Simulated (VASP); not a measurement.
Write the native input for VASP 6.6.1 that does the following.

- Task: single point
- Functional: PBE
- Potentials or basis: VASP PAW PBE potentials, release 64 (Si, Ni, Pt)
- Cutoff: 520 eV
- k mesh: 8 × 8 × 8
- Occupations: gaussian, width 0.1 eV
- Spin: no spin polarisation
- Dipole correction: no
- Further INCAR settings: ALGO = Normal; EDIFF = 1e-06; NBANDS = 38

The structure of Si4Ni3Pt lies in POSCAR:

```
Si4Ni3Pt
1.0
    4.5758928846      0.0000000000      0.0000000000
    0.0000000000      4.5758928846      0.0000000000
    0.0000000000      0.0000000000      4.8188758894
Si Ni Pt
4 3 1
Direct
    0.0000000000      0.5000000000      0.8486540942
    0.5000000000      0.0000000000      0.8486540942
    0.0000000000      0.0000000000      0.1539340094
    0.5000000000      0.5000000000      0.1655734129
    0.0000000000      0.5000000000      0.3321329866
    0.5000000000      0.0000000000      0.3321329866
    0.0000000000      0.0000000000      0.6597553729
    0.5000000000      0.5000000000      0.6591630432
```

The input as run:

INCAR

```
PREC = Accurate ; ENCUT = 520
EDIFF = 1E-6 ; ISMEAR = 0
SIGMA = 0.1 ; LREAL = F
LASPH = T ; NELM = 60
ALGO = Normal ; ISIF = 2
LWAVE = F ; LCHARG = T
GGA = PE ; LELF = T
LVHAR = T ; NBANDS = 38
```

KPOINTS

```
regular mesh
0
Gamma
  8 8 8
```

Potentials or basis: VASP PAW PBE potentials, release 64 (Si, Ni, Pt).

The run is started by

```sh
$ cat potpaw_PBE.64/Si/POTCAR potpaw_PBE.64/Ni/POTCAR potpaw_PBE.64/Pt/POTCAR > POTCAR
$ mpirun -np 1 vasp_std > vasp.out
```

Results of the run:

| Item | Value |
| --- | --- |
| Pressure | 0.0 GPa |
| Largest force | 0.013 eV/Å |
| Band gap on the k mesh | zero (bands 28 and 29 overlap by 0.83 eV) |

Caveat: spin-orbit coupling is left out, which moves the levels of the heavy elements.

It took 3 min on 1 thread of Intel(R) Xeon(R) 6975P-C (Granite Rapids), on a shared host, peak memory 0.38 GiB.
